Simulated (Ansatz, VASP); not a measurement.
**P: VASP beside Ansatz**

```
CELL_PARAMETERS angstrom
3.19800 0.00000 0.00000
-1.59900 2.76955 0.00000
0.00000 0.00000 28.00000
ATOMIC_POSITIONS crystal
P 0.33333 0.66667 0.52859
P 0.66667 0.33333 0.47141
```

Alike in both runs: task single point; functional PBE; dispersion D3(BJ); k mesh 9 × 9 × 1; occupations gaussian, width 0.02 eV; no spin polarisation.

|  | VASP | Ansatz |
| --- | --- | --- |
| version | VASP 6.6.1 | Ansatz 0.2.0 |
| potentials or method | VASP PAW PBE potentials, release 64 (P), cutoff 520 eV | scalar-relativistic, plane waves, PAW |
| valence electrons in the cell | 10 | 10 |

```csv
,VASP,Ansatz,Ansatz less VASP
rms of the force components (eV/Å),2.493,2.465,-0.0278
"work function, face that differs most (eV)",4.04,4.06,+0.018
```

Atom by atom the forces differ by 0.028 eV/Å (rms over components).
